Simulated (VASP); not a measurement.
The system is CaAl2Sb2.

```
Ca Al Sb
1.0
     4.98114    0.00000    0.00000
    -2.49057    4.31379    0.00000
     0.00000    0.00000    6.04447
Ca Al Sb
1 2 2
Cartesian
  0.0000 0.0000 0.0000
  2.4906 1.4379 1.7169
  0.0000 2.8759 4.3276
  2.4906 1.4379 4.4628
  0.0000 2.8759 1.5816
```

Base run:

- Program: VASP 6.6.1
- Functional: PBEsol
- Potentials or basis: VASP PAW PBE potentials, release 64 (Ca_sv, Al, Sb)
- Cutoff: 500 eV
- k mesh: 6 × 6 × 4
- Occupations: methfessel-paxton, width 0.15 eV
- Spin: no spin polarisation

Its results: band gap on the k mesh zero (band 13 reaches 7.11 eV, above the bottom of band 14 at 5.50 eV); pressure -1.1 GPa; largest force 0.055 eV/Å.

Task: The run is repeated on the same cell with these changes: functional from PBEsol to revPBE. What comes out?

Result: Band gap on the k mesh zero (band 13 reaches 7.31 eV, above the bottom of band 14 at 5.68 eV); pressure 1.7 GPa; largest force 0.031 eV/Å.

revPBE binds less tightly than PBEsol, so the same cell stands under more pressure.

Caveats: the PAW data sets were made with another functional, which shifts forces and pressure a little; spin-orbit coupling is left out, which moves the levels of the heavy elements.
